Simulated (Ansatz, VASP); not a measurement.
# GaN in VASP and in Ansatz

File INCAR:

```
SYSTEM = GaN
PREC = Accurate
ENCUT = 520
EDIFF = 1E-6
ISMEAR = -1
SIGMA = 0.05
LREAL = .False.
LASPH = .True.
NELM = 100
ALGO = Normal
ISIF = 2
LWAVE = .False.
LCHARG = .False.
GGA = PE
NBANDS = 26
```

Contents of KPOINTS:

```
regular mesh
0
Gamma
  17 17 9
  0 0 0
```

Contents of POSCAR:

```
GaN
1.0
    3.1800000000      0.0000000000      0.0000000000
   -1.5900000000      2.7539607840      0.0000000000
    0.0000000000      0.0000000000      5.1660000000
Ga N
2 2
Direct
    0.6666666667      0.3333333333      0.5000000000
    0.3333333333      0.6666666667      0.0000000000
    0.6666666667      0.3333333333      0.8750000000
    0.3333333333      0.6666666667      0.3750000000
```

The input input.yaml:

```yaml
crystal:
  lattice:
    - [3.18, 0.0, 0.0]
    - [-1.59, 2.753960784, 0.0]
    - [0.0, 0.0, 5.166]
  atoms:
    - { symbol: Ga, position: [0.6666666667, 0.3333333333, 0.5] }
    - { symbol: Ga, position: [0.3333333333, 0.6666666667, 0.0] }
    - { symbol: "N", position: [0.6666666667, 0.3333333333, 0.875] }
    - { symbol: "N", position: [0.3333333333, 0.6666666667, 0.375] }
hamiltonian:
  xc: pbe
  pseudopotentials: { kind: paw }
kpoints:
  mp_grid: { grid: [17, 17, 9] }
scf:
  occupations: { method: fermi_dirac, width: 0.05 }
output:
  forces: true
  stress: true
  eigenvalues: true
```

Alike in both runs: task single point; functional PBE; k mesh 17 × 17 × 9; occupations fermi-dirac, width 0.05 eV; no spin polarisation.

```csv
,VASP,Ansatz
version,VASP 6.6.1,Ansatz 0.2.0
potentials or method,"VASP PAW PBE potentials, release 64 (Ga_d, N)",Ansatz PAW
plane-wave cutoff (eV),520,420
valence electrons in the cell,36,36
```

Ansatz gave:

| Quantity | Value |
| --- | --- |
| gap on the k mesh at the Fermi level (eV) | 1.96 |
| least direct gap on the mesh (eV) | 1.96 |
| pressure (GPa) | 7.3 |
| traceless stress, the component that is largest in VASP (GPa) | 1.44 |
| rms of the force components (eV/Å) | 0.079 |

Task: What did VASP give for the same quantities?

Result: gap on the k mesh at the Fermi level (eV): 1.97; least direct gap on the mesh (eV): 1.97; pressure (GPa): 7.4; traceless stress, the component that is largest in VASP (GPa): 1.45; rms of the force components (eV/Å): 0.078.

Atom by atom the forces differ by 0.001 eV/Å (rms over components).

Noted on Ansatz's run: odd divisions of the mesh miss points on the zone boundary, where band edges often lie, so the gap on the mesh can be too wide.
